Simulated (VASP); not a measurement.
Mg:

```
Mg
1.0
     3.20930    0.00000    0.00000
    -1.60465    2.77934    0.00000
     0.00000    0.00000    5.21030
Mg
2
Direct
  0.67167 0.33858 0.75431
  0.33659 0.68100 0.24316
```

This cell differs from its parent crystal: atoms moved at random.

Base run:

```yaml
Program: VASP 6.6.1
Functional: PBEsol
Potentials_or_basis: VASP PAW PBE potentials, release 64 (Mg)
Cutoff: 520 eV
k_mesh: 10 × 10 × 5
Occupations: fermi-dirac, width 0.05 eV
Spin: no spin polarisation
```

Its results: band gap on the k mesh zero (bands 2 and 3 overlap by 1.90 eV); pressure -1.1 GPa; largest force 0.153 eV/Å.

The run is repeated on the same cell with these changes: functional from PBEsol to PBE; further incar settings from ALGO = Normal; EDIFF = 1e-06; NBANDS = 9 to ALGO = Normal; EDIFF = 1e-07; NBANDS = 9. What comes out?

Band gap on the k mesh zero (bands 2 and 3 overlap by 1.91 eV); pressure -0.4 GPa; largest force 0.156 eV/Å.

Caveats: the PAW data sets were made with another functional, which shifts forces and pressure a little (at least some runs).
